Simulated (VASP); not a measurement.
Wanted: the native input for a VASP 6.6.1 run.

* Task: single point
* Functional: LDA
* Potentials or basis: VASP PAW LDA potentials, release 64 (Sb)
* Cutoff: 520 eV
* k mesh: 6 × 6 × 4
* Occupations: fermi-dirac, width 0.05 eV
* Spin: no spin polarisation
* Dipole correction: no
* Further INCAR settings: ALGO = Normal; EDIFF = 1e-07; NBANDS = 18

The structure of Sb lies in POSCAR:

```
Sb
1.0
    4.5576856421      0.0000000000      0.0000000000
    0.0000000000      4.4503796612      0.0000000000
   -1.3292644138      0.0000000000      6.4064972283
Sb
4
Direct
    0.3399300000      0.2500000000      0.6836700000
    0.9366380000      0.7500000000      0.7627580000
    0.0633620000      0.2500000000      0.2372420000
    0.6600700000      0.7500000000      0.3163300000
```

The input as run:

INCAR

```
ALGO = Normal
EDIFF = 1E-7
ENCUT = 520
ISIF = 2
ISMEAR = -1
LASPH = True
LCHARG = False
LREAL = False
LWAVE = False
NBANDS = 18
NELM = 60
PREC = Accurate
SIGMA = 0.05
```

KPOINTS

```
k-points
0
Gamma
  6 6 4
```

Potentials or basis: VASP PAW LDA potentials, release 64 (Sb).

Launch:

```sh
$ cat potpaw_LDA.64/Sb/POTCAR > POTCAR
$ mpirun -np 1 vasp_std > vasp.out
```

It gave:

```yaml
Pressure: -4.0 GPa
Largest_force: 0.291 eV/Å
Band_gap_on_the_k_mesh: zero (band 10 reaches 6.21 eV, above the bottom of band 11 at 5.76 eV)
```

Caveat: spin-orbit coupling is left out, which moves the levels of the heavy elements.

Wall time 32 s on 1 thread of Intel(R) Xeon(R) 6975P-C (Granite Rapids) (shared host), peak memory 0.25 GiB.
